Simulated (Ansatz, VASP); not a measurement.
## Two plane-wave programs on CuNi2

```xyz
6
Lattice="2.4985 0.0000 0.0000 -1.2492 2.1637 0.0000 0.0000 0.0000 12.4681" Properties=species:S:1:pos:R:3 pbc="T T T"
Cu    0.0000    1.4425    3.1170
Cu    1.2492    0.7212    9.3511
Ni    0.0000    1.4425   11.4613
Ni    0.0000    1.4425    7.2408
Ni    1.2492    0.7212    1.0068
Ni    1.2492    0.7212    5.2273
```

Alike in both runs: functional PBE; k mesh 6 × 6 × 2; occupations gaussian, width 0.1 eV; collinear spin.

Ansatz relaxed the structure, and its values are those at the end. VASP's run is a single point on that final structure, the one shown.

|  | VASP | Ansatz |
| --- | --- | --- |
| version | VASP 6.6.1 | Ansatz 0.2.0 |
| potentials or method | VASP PAW PBE potentials, release 64 (Cu, Ni), cutoff 520 eV | scalar-relativistic, plane waves, PAW |
| valence electrons in the cell | 62 | 110 |

|  | VASP | Ansatz | Ansatz less VASP |
| --- | --- | --- | --- |
| gap on the k mesh at the Fermi level (eV) | none | none | - |
| pressure (GPa) | 0.3 | 0.1 | -0.20 |
| rms of the force components (eV/Å) | 0.004 | 0.003 | -0.0012 |
| net moment per atom (μB) | 0.35 | 0.36 | +0.002 |
| size of the moment on the site where the two differ most (μB) | 0.54 | 0.57 | +0.024 |

Site moments also hang on the region over which each program counts them. A gap of «none» marks a metal or a gap that the smearing closes. VASP's potentials hold 62 valence electrons a cell and Ansatz's 110, so a difference there can come from the potentials and not from the codes.

The k mesh is coarse, so the values compare programs but aren't converged.
